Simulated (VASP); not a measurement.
Pt2Cl: relaxation of cell and atoms with PBE

The system is Pt2Cl.

```
Pt Cl
1.0
     4.62994    0.00000    0.00000
    -2.31497    4.00964    0.00000
     0.00000    0.00000    2.80131
Pt Cl
2 1
Direct
  0.33333 0.66667 0.50000
  0.66667 0.33333 0.50000
  0.00000 0.00000 0.00000
```

```yaml
Program: VASP 6.6.1
Task: relaxation of cell and atoms
Functional: PBE
Potentials_or_basis: VASP PAW PBE potentials, release 64 (Pt, Cl)
Cutoff: 600 eV
k_mesh: 12 × 12 × 16
Occupations: gaussian, width 0.1 eV
Spin: no spin polarisation
Dipole_correction: no
Further_INCAR_settings: ALGO = Normal; EDIFF = 1e-06; IBRION = 2; EDIFFG = -0.01; NSW = 100; ISIF = 3
```

```
Relaxed volume                         : 17.31 Å³/atom
Relaxed cell                           : a = 4.628 Å, b = 4.628 Å, c = 2.801 Å, α = 90.00°, β = 90.00°, γ = 120.00°
Space group after relaxing (to 0.05 Å) : P6/mmm (No. 191)
Energy gained by relaxing              : 0.0 meV/atom
Ionic steps                            : 3
Pressure after relaxing                : 0.0 GPa
```

Final structure:
```yaml
crystal:
  lattice:
    - [4.62778, 0.00000, 0.00000]
    - [-2.31389, 4.00777, 0.00000]
    - [0.00000, 0.00000, 2.80062]
  atoms:
    - { symbol: Pt, position: [0.33333, 0.66667, 0.50000] }
    - { symbol: Pt, position: [0.66667, 0.33333, 0.50000] }
    - { symbol: Cl, position: [0.00000, 0.00000, 0.00000] }
```

Levels at points of the mesh, in eV from the Fermi level:
```
           k point  band 10  band 11  band 12  band 13  band 14  band 15  band 16  band 17
(0.00, 0.00, 0.00)    -1.46    -0.66    -0.22    -0.22    -0.03    -0.03     3.87     3.87
(0.50, 0.00, 0.00)    -1.35    -0.86    -0.52    -0.03    -0.02     0.14     2.16     6.45
(0.00, 0.00, 0.50)    -2.34    -2.01    -0.30    -0.30     1.18     1.52     3.84     8.08
(0.50, 0.00, 0.50)    -1.38    -1.10    -0.42     0.35     0.59     3.38     4.47     4.63
```

Run time: 4.6 min on 1 thread of AMD EPYC 9R14 (Zen 4), on a shared host, peak memory 0.29 GiB.

Caveat: spin-orbit coupling is left out, which moves the levels of the heavy elements; an odd number of electrons without spin polarisation forces a metal; a magnetic or distorted state may lie lower.
